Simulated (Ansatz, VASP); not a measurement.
Two plane-wave programs on Ga

```
CELL_PARAMETERS angstrom
3.04085 0.00000 0.00000
-1.52042 2.63345 0.00000
0.00000 0.00000 4.91428
ATOMIC_POSITIONS crystal
Ga 0.33333 0.66667 0.25000
Ga 0.66667 0.33333 0.75000
```

Change from the starting cell: volume scaled by 1.03, PAW files.

Alike in both runs: task electric field gradients; functional PBE; k mesh 18 × 18 × 10; occupations fermi-dirac, width 0.05 eV; no spin polarisation.

```csv
,VASP,Ansatz
version,VASP 6.6.1,Ansatz 0.2.0
potentials or method,"VASP PAW PBE potentials, release 64 (Ga_d)","PAW with Ansatz's default frozen-core files, scalar-relativistic"
plane-wave cutoff (eV),520,420
valence electrons in the cell,26,26
```

|  | VASP | Ansatz | Ansatz less VASP |
| --- | --- | --- | --- |
| pressure (GPa) | -1.2 | -1.3 | -0.06 |
| size of Vzz on the site where it differs most (V/Å²) | 2.0 | 2.1 | +0.14 |

The functional is the same, so the differences come from potentials, cutoffs and numerics.
